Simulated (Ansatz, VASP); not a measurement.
**ZrC in VASP and in Ansatz**

Contents of INCAR:

```
SYSTEM = ZrC
PREC = Accurate
ENCUT = 520
EDIFF = 1E-7
ISMEAR = 0
SIGMA = 0.15
LREAL = .False.
LASPH = .True.
NELM = 80
ALGO = Normal
ISIF = 2
LWAVE = .False.
LCHARG = .True.
GGA = PE
LELF = .True.
LVHAR = .True.
NBANDS = 24
```

Contents of KPOINTS:

```
Automatic mesh
0
Gamma
  18 18 10
  0 0 0
```

The input POSCAR:

```
ZrC
1.0
    3.1767123203      0.0000000000      0.0000000000
   -1.5883561601      2.7511135699      0.0000000000
    0.0000000000      0.0000000000      5.9649982331
Zr C
2 2
Direct
    0.3333333333      0.6666666667      0.2500000000
    0.6666666667      0.3333333333      0.7500000000
    0.0000000000      0.0000000000      0.0000000000
    0.0000000000      0.0000000000      0.5000000000
```

Input for Ansatz:

```yaml
crystal:
  lattice:
    - [3.1767123203, 0.0, 0.0]
    - [-1.5883561601, 2.7511135699, 0.0]
    - [0.0, 0.0, 5.9649982331]
  atoms:
    - { symbol: Zr, position: [0.3333333333, 0.6666666667, 0.25] }
    - { symbol: Zr, position: [0.6666666667, 0.3333333333, 0.75] }
    - { symbol: C, position: [0.0, 0.0, 0.0] }
    - { symbol: C, position: [0.0, 0.0, 0.5] }
basis:
  ecutwfc: 420
kpoints:
  mp_grid: { grid: [18, 18, 10] }
hamiltonian:
  xc: pbe
scf:
  occupations: { method: gaussian, width: 0.15 }
output:
  forces: true
  stress: true
  eigenvalues: true
```

Alike in both runs: task single point; functional PBE; k mesh 18 × 18 × 10; occupations gaussian, width 0.15 eV; no spin polarisation.

```csv
,VASP,Ansatz
version,VASP 6.6.1,Ansatz 0.2.0
potentials or method,"VASP PAW PBE potentials, release 64 (Zr_sv, C), cutoff 520 eV","scalar-relativistic, plane waves, PAW"
valence electrons in the cell,32,32
```

VASP gave:

| Quantity | Value |
| --- | --- |
| gap on the k mesh at the Fermi level (eV) | none |
| pressure (GPa) | 0.2 |
| traceless stress, the component that is largest in VASP (GPa) | -27.64 |

What did Ansatz give for the same quantities?

gap on the k mesh at the Fermi level (eV): none; pressure (GPa): 0.0; traceless stress, the component that is largest in VASP (GPa): -27.68.

A gap of «none» marks a metal or a gap that the smearing closes.
